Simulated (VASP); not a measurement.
Mg:

```xyz
1
Lattice="-1.8360 1.8360 1.6794 1.8360 -1.8360 1.6794 1.8360 1.8360 -1.6794" Properties=species:S:1:pos:R:3 pbc="T T T"
Mg    0.0000    0.0000    0.0000
```

Base run:

- Program: VASP 6.6.1
- Functional: PBE
- Potentials or basis: VASP PAW PBE potentials, release 64 (Mg)
- Cutoff: 600 eV
- k mesh: 10 × 10 × 10
- Occupations: gaussian, width 0.1 eV
- Spin: no spin polarisation

Its results: band gap on the k mesh zero (band 1 reaches 5.94 eV, above the bottom of band 2 at 1.40 eV); pressure 0.5 GPa.

Question: The run is repeated on the same cell with these changes: functional from PBE to PBEsol. What comes out?

Answer: Band gap on the k mesh zero (band 1 reaches 5.90 eV, above the bottom of band 2 at 1.36 eV); pressure -0.1 GPa.

PBEsol binds more tightly than PBE, so the same cell stands under less pressure.

Caveats: the PAW data sets were made with another functional, which shifts forces and pressure a little (some runs).
